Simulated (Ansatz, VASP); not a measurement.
# One calculation of MoS2, two programs

```
CELL_PARAMETERS angstrom
3.16158 0.00000 0.00000
-1.58079 2.73801 0.00000
0.00000 0.00000 6.18361
ATOMIC_POSITIONS crystal
Mo 0.00000 0.00000 0.50000
S 0.66667 0.33333 0.74468
S 0.33333 0.66667 0.25532
```

Alike in both runs: task single point; functional r2SCAN; dispersion rVV10; k mesh 9 × 9 × 4; occupations fermi-dirac, width 0.05 eV; no spin polarisation.

```csv
,VASP,Ansatz
version,VASP 6.6.1,Ansatz 0.2.0
potentials or method,"VASP PAW PBE potentials, release 64 (Mo_sv, S)",Ansatz PAW
plane-wave cutoff (eV),520,500
valence electrons in the cell,26,26
```

```csv
,VASP,Ansatz,Ansatz less VASP
gap on the k mesh at the Fermi level (eV),none,none,-
pressure (GPa),8.7,8.5,-0.18
"traceless stress, the component that is largest in VASP (GPa)",1.18,1.21,+0.031
rms of the force components (eV/Å),0.587,0.578,-0.0086
```

VASP's potentials were made for PBE, not for r2SCAN. Atom by atom the forces differ by 0.009 eV/Å (rms over components). A gap of «none» marks a metal or a gap that the smearing closes.
